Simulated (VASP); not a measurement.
Set up this calculation in VASP 6.6.1, as the native input.

```
Task                   : single point
Functional             : PBEsol
Potentials or basis    : VASP PAW PBE potentials, release 64 (Li_sv, Lu, O)
Cutoff                 : 520 eV
k mesh                 : 4 × 8 × 4
Occupations            : fermi-dirac, width 0.03 eV
Spin                   : no spin polarisation
Dipole correction      : no
Further INCAR settings : ALGO = Normal; EDIFF = 1e-06; NBANDS = 35
```

The structure of Li3LuO3 lies in POSCAR:

```
Li3LuO3
1.0
    5.4154019112      0.0000000000     -0.1608833129
    0.0000000000      3.1030368775      0.0000000000
   -0.2317184743      0.0000000000      5.6433878517
Li Lu O
3 1 3
Direct
    1.0219106577      0.0000000000      0.5559606278
    0.5254888181      0.5000000000      0.7620658575
   -0.2194046478      0.5000000000      0.3405398663
    0.0741537719      0.5000000000     -0.0316865838
    0.9387702163      0.0000000000      0.2075063586
    0.8453056206      0.5000000000      0.6644801860
    0.3097745632      0.0000000000      0.8344816777
```

One way to write it, as run:

INCAR

```
PREC = Accurate ; ENCUT = 520
EDIFF = 1E-6 ; ISMEAR = -1
SIGMA = 0.03 ; LREAL = F
LASPH = T ; NELM = 100
ALGO = Normal ; ISIF = 2
LWAVE = F ; LCHARG = T
GGA = PS ; LELF = T
LVHAR = T ; NBANDS = 35
```

KPOINTS

```
regular mesh
0
Gamma
  4 8 4
```

Potentials or basis: VASP PAW PBE potentials, release 64 (Li_sv, Lu, O).

Launch:

```bash
$ cat potpaw_PBE.64/Li_sv/POTCAR potpaw_PBE.64/Lu/POTCAR potpaw_PBE.64/O/POTCAR > POTCAR
$ mpirun -np 1 vasp_std > vasp.out
```

Results of the run:

| Property | Result |
| --- | --- |
| Largest force | 0.083 eV/Å |
| Band gap on the k mesh | 2.48 eV (least direct gap 2.54 eV) |

Caveat: the PAW data sets were made with another functional, which shifts forces and pressure a little; spin-orbit coupling is left out, which moves the levels of the heavy elements.

Wall time 120 s on 1 thread of Intel(R) Xeon(R) 6975P-C (Granite Rapids), on a shared host, peak memory 0.29 GiB.
